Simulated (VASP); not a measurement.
A run of VASP 6.6.1:

The input INCAR:

```
PREC = Accurate
ENCUT = 520
EDIFF = 1E-6
ISMEAR = 0
SIGMA = 0.02
LREAL = F
LASPH = T
NELM = 80
ALGO = Normal
ISIF = 2
LWAVE = F
LCHARG = F
GGA = PS
NBANDS = 18
```

File KPOINTS:

```
regular mesh
0
Gamma
  8 1 6
```

Contents of POSCAR:

```
P
1.0
    3.3788901493      0.0000000000      0.0000000000
    0.0000000000     38.5208535174      0.0000000000
    0.0000000000      0.0000000000      4.6377821742
P
4
Direct
    0.0000000000      0.9662669303      0.6041963294
    0.0000000000      0.0337330697      0.3958036706
    0.5000000000      0.0337330697      0.1041963294
    0.5000000000      0.9662669303      0.8958036706
```

Potentials or basis: VASP PAW PBE potentials, release 64 (P).

Run with:

```sh
$ cat potpaw_PBE.64/P/POTCAR > POTCAR
$ mpirun -np 1 vasp_std > vasp.out
```

Hardware: 1 thread of Intel(R) Xeon(R) 6975P-C (Granite Rapids), with other jobs on the host.

Problem. Estimate the wall time of this run.

Solution. It took 3.4 min on 1 thread of Intel(R) Xeon(R) 6975P-C (Granite Rapids), on a shared host, peak memory 0.66 GiB. Counts: scf iterations 23, k points 20.
